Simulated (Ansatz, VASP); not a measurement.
**One calculation of H2CO2, two programs**

```
CELL_PARAMETERS angstrom
8.02671 0.00000 0.00000
0.00000 5.67574 0.00000
0.00000 0.00000 29.95985
ATOMIC_POSITIONS crystal
O 0.41822 0.77940 0.62345
O 0.53077 0.91996 0.68767
C 0.47765 0.75842 0.66571
H 0.43017 0.94720 0.61519
H 0.47034 0.57268 0.67666
```

Alike in both runs: task single point; functional PBE; dispersion D3(BJ); k mesh 2 × 3 × 1; occupations gaussian, width 0.05 eV; no spin polarisation.

```csv
,VASP,Ansatz
version,VASP 6.6.1,Ansatz 0.2.0
potentials or method,"VASP PAW PBE potentials, release 64 (O_h, C_h, H_h), cutoff 910 eV","scalar-relativistic, plane waves, PAW"
valence electrons in the cell,18,18
```

Ansatz gave:

```
gap on the k mesh at the Fermi level (eV) : 5.30
rms of the force components (eV/Å)        : 0.132
```

Problem. Which values does VASP return?

Solution. gap on the k mesh at the Fermi level (eV): 5.31; rms of the force components (eV/Å): 0.132.

Noted on VASP's run: the cutoff is under 1.25 times that of the potentials, so the pressure is a little rough.
